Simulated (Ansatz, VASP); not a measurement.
Two plane-wave programs on TaN2

INCAR

```
SYSTEM = TaN2
  ALGO = Normal
  EDIFF = 1E-6
  EDIFFG = -0.01
  ENCUT = 600
  GGA = PE
  IBRION = 2
  ISIF = 3
  ISMEAR = 0
  LASPH = .TRUE.
  LCHARG = .FALSE.
  LREAL = .FALSE.
  LWAVE = .FALSE.
  NELM = 60
  NSW = 100
  PREC = Accurate
  SIGMA = 0.1
```

The input KPOINTS:

```
k-points
0
G
  18 18 18
  0 0 0
```

The input POSCAR:

```
TaN2
1.0
    3.4848533173      0.0000000000      0.0000000000
   -1.7424266586      3.0179715012      0.0000000000
    0.0000000000      0.0000000000      2.6868006242
Ta N
1 2
Direct
    0.0000000000      0.0000000000      0.0000000000
    0.3333333333      0.6666666667      0.5000000000
    0.6666666667      0.3333333333      0.5000000000
```

Input for Ansatz:

```yaml
crystal:
  lattice:
    - [3.4848533173, 0.0, 0.0]
    - [-1.7424266586, 3.0179715012, 0.0]
    - [0.0, 0.0, 2.6868006242]
  atoms:
    - { symbol: Ta, position: [0.0, 0.0, 0.0] }
    - { symbol: "N", position: [0.3333333333, 0.6666666667, 0.5] }
    - { symbol: "N", position: [0.6666666667, 0.3333333333, 0.5] }
basis:
  ecutwfc: 420
kpoints:
  mp_grid: { grid: [18, 18, 18] }
hamiltonian:
  xc: pbe
scf:
  occupations: { method: gaussian, width: 0.1 }
output:
  forces: true
  stress: true
  eigenvalues: true
relax:
  adjacent_minimum: "off"
  f_tol: 0.01
  max_steps: 80
  cell: { stress_tol: 0.05 }
```

Alike in both runs: task relaxation of cell and atoms; functional PBE; k mesh 18 × 18 × 18; occupations gaussian, width 0.1 eV; no spin polarisation.

|  | VASP | Ansatz |
| --- | --- | --- |
| version | VASP 6.6.1 | Ansatz 0.2.0 |
| potentials or method | VASP PAW PBE potentials, release 64 (Ta_pv, N), cutoff 600 eV | scalar-relativistic, plane waves, PAW |
| valence electrons in the cell | 21 | 23 |

|  | VASP | Ansatz | Ansatz less VASP |
| --- | --- | --- | --- |
| gap on the k mesh at the Fermi level, each at its own relaxed structure (eV) | none | none | - |
| relaxed volume (Å³/atom) | 9.40 | 9.39 | -0.011 |
| relaxed cell length with the largest relative difference (Å) | 3.478 | 3.476 | -0.0016 |

A gap of «none» marks a metal or a gap that the smearing closes. VASP's potentials hold 21 valence electrons a cell and Ansatz's 23, so a difference there can come from the potentials and not from the codes.

Spin-orbit coupling is off throughout.
